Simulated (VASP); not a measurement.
Wanted: the native input for a VASP 6.6.1 run.

- Task: single point
- Functional: PBE
- Potentials or basis: VASP PAW PBE potentials, release 64 (Be, Ir)
- Cutoff: 520 eV
- k mesh: 12 × 12 × 10
- Occupations: gaussian, width 0.1 eV
- Spin: no spin polarisation
- Dipole correction: no
- Further INCAR settings: ALGO = Normal; EDIFF = 1e-07; NBANDS = 18

The structure of Be5Ir lies in POSCAR:

```
Be5Ir
1.0
    4.1961695080      0.0000000000      0.0000000000
   -2.0980847540      3.6339893925      0.0000000000
    0.0000000000      0.0000000000      3.5439882549
Be Ir
5 1
Direct
    0.6666666667      0.3333333333      0.5000000000
    0.3333333333      0.6666666667      0.5000000000
    0.0000000000      0.6064773522      0.0000000000
    0.6064773522      0.0000000000      0.0000000000
    0.3935226478      0.3935226478      0.0000000000
    0.0000000000      0.0000000000      0.5000000000
```

One way to write it, as run:

INCAR

```
SYSTEM = Be5Ir
PREC = Accurate
ENCUT = 520
EDIFF = 1E-7
ISMEAR = 0
SIGMA = 0.1
LREAL = .False.
LASPH = .True.
NELM = 60
ALGO = Normal
ISIF = 2
LWAVE = .False.
LCHARG = .False.
GGA = PE
NBANDS = 18
```

KPOINTS

```
regular mesh
0
Gamma
  12 12 10
  0 0 0
```

Potentials or basis: VASP PAW PBE potentials, release 64 (Be, Ir).

The run is started by

```sh
$ cat potpaw_PBE.64/Be/POTCAR potpaw_PBE.64/Ir/POTCAR > POTCAR
$ mpirun -np 1 vasp_std > vasp.out
```

Results of the run:

```
Pressure : 0.2 GPa
```

It took 2.2 min on 1 thread of Oxide Virtual Turin-like Processor, with other jobs on the host, peak memory 0.21 GiB.
